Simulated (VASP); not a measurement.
A run of VASP 6.6.1 is set up as follows.

Contents of INCAR:

```
PREC     = Accurate       # precision mode
ENCUT    = 520            # plane-wave cutoff, eV
EDIFF    = 1E-7           # SCF threshold, eV
ISMEAR   = 0              # smearing method
SIGMA    = 0.1            # smearing width, eV
LREAL    = F              # projectors in reciprocal space
LASPH    = T              # aspherical terms in the spheres
NELM     = 150            # most SCF steps
ALGO     = Normal         # electronic algorithm
ISIF     = 2              # what is computed and relaxed
LWAVE    = F              # write WAVECAR
LCHARG   = F              # write CHGCAR
ISPIN    = 2              # spin polarisation
MAGMOM   = 1.48 0.28      # initial moments
LORBIT   = 11             # projections on sites
LMAXMIX  = 4              # l up to which the mixer works
GGA      = PE             # functional
NBANDS   = 19             # bands
```

KPOINTS

```
regular mesh
0
Gamma
  18 18 18
```

The input POSCAR:

```
NiO
1.0
    0.0000000000      2.0401551685      2.0401551685
    2.0401551685      0.0000000000      2.0401551685
    2.0401551685      2.0401551685      0.0000000000
Ni O
1 1
Direct
    0.0000000000      0.0000000000      0.0000000000
    0.5000000000      0.5000000000      0.5000000000
```

Potentials or basis: VASP PAW PBE potentials, release 64 (Ni, O).

Launch:

```console
$ cat potpaw_PBE.64/Ni/POTCAR potpaw_PBE.64/O/POTCAR > POTCAR
$ mpirun -np 1 vasp_std > vasp.out
```

Q: Estimate the site moments.

A: Ni +1.23; O +0.21 μB.

Q: What does it give for the net moment?

A: 1.48 μB per cell.

Caveat: a cell with one magnetic atom can't hold antiferromagnetic order, which such compounds often take.
